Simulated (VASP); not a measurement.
Wanted: the native input for a VASP 6.6.1 run.

```yaml
Task: single point
Functional: PBE
Potentials_or_basis: VASP PAW PBE potentials, release 64 (Sn_d, O)
Cutoff: 520 eV
k_mesh: 6 × 6 × 6
Occupations: gaussian, width 0.1 eV
Spin: no spin polarisation
Dipole_correction: no
Further_INCAR_settings: ALGO = Normal; EDIFF = 1e-06; NBANDS = 17
```

The structure of SnO lies in POSCAR:

```
SnO
1.0
    0.0000000000      2.5733001000      2.5733001000
    2.5733001000      0.0000000000      2.5733001000
    2.5733001000      2.5733001000      0.0000000000
Sn O
1 1
Direct
    0.7500000000      0.7500000000      0.7500000000
    0.0000000000      0.0000000000      0.0000000000
```

The input as run:

INCAR

```
SYSTEM = SnO
PREC     = Accurate       ! precision mode
ENCUT    = 520            ! plane-wave cutoff, eV
EDIFF    = 1E-6           ! SCF threshold, eV
ISMEAR   = 0              ! smearing method
SIGMA    = 0.1            ! smearing width, eV
LREAL    = .FALSE.        ! projectors in reciprocal space
LASPH    = .TRUE.         ! aspherical terms in the spheres
NELM     = 100            ! most SCF steps
ALGO     = Normal         ! electronic algorithm
ISIF     = 2              ! what is computed and relaxed
LWAVE    = .FALSE.        ! write WAVECAR
LCHARG   = .FALSE.        ! write CHGCAR
GGA      = PE             ! functional
NBANDS   = 17             ! bands
```

KPOINTS

```
regular mesh
0
G
  6 6 6
  0 0 0
```

Potentials or basis: VASP PAW PBE potentials, release 64 (Sn_d, O).

Command:

```bash
$ cat potpaw_PBE.64/Sn_d/POTCAR potpaw_PBE.64/O/POTCAR > POTCAR
$ mpirun -np 1 vasp_std > vasp.out
```

It gave:

The pressure is 15.7 GPa and the band gap on the k mesh is zero (band 10 reaches 8.29 eV, above the bottom of band 11 at 8.25 eV).

Caveat: spin-orbit coupling is left out, which moves the levels of the heavy elements.

Run time: 6.2 s on 1 thread of Intel Xeon 6975P-C, on a shared host, peak memory 0.16 GiB.
